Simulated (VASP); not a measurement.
Write the native input for VASP 6.6.1 that does the following.

* Task: single point
* Functional: LDA
* Potentials or basis: VASP PAW LDA potentials, release 64 (Li_sv, F)
* Cutoff: 520 eV
* k mesh: 10 × 10 × 10
* Occupations: fermi-dirac, width 0.03 eV
* Spin: no spin polarisation
* Dipole correction: no
* Further INCAR settings: ALGO = Normal; EDIFF = 1e-06; NBANDS = 12

The structure of LiF lies in POSCAR:

```
LiF
1.0
    0.0000000000      2.0140000000      1.9535800000
    2.0140000000      0.0000000000      1.9535800000
    2.0140000000      2.0140000000      0.0000000000
Li F
1 1
Direct
    0.0000000000      0.0000000000      0.0000000000
    0.5000000000      0.5000000000      0.5000000000
```

This cell differs from its parent crystal: zz strain of -3 %.

The input as run:

INCAR

```
PREC = Accurate ; ENCUT = 520
EDIFF = 1E-6 ; ISMEAR = -1
SIGMA = 0.03 ; LREAL = F
LASPH = T ; NELM = 80
ALGO = Normal ; ISIF = 2
LWAVE = F ; LCHARG = F
NBANDS = 12
```

KPOINTS

```
Automatic mesh
0
Gamma
  10 10 10
```

Potentials or basis: VASP PAW LDA potentials, release 64 (Li_sv, F).

Launch:

```bash
$ cat potpaw_LDA.64/Li_sv/POTCAR potpaw_LDA.64/F/POTCAR > POTCAR
$ mpirun -np 1 vasp_std > vasp.out
```

Results of the run:

```yaml
Band_gap_on_the_k_mesh: 9.09 eV, direct
```

Caveat: the cell differs from its parent crystal (zz strain of -3 %).

It took 5.6 s on 1 thread of Intel(R) Xeon(R) 6975P-C (Granite Rapids), with other jobs on the host, peak memory 0.12 GiB.
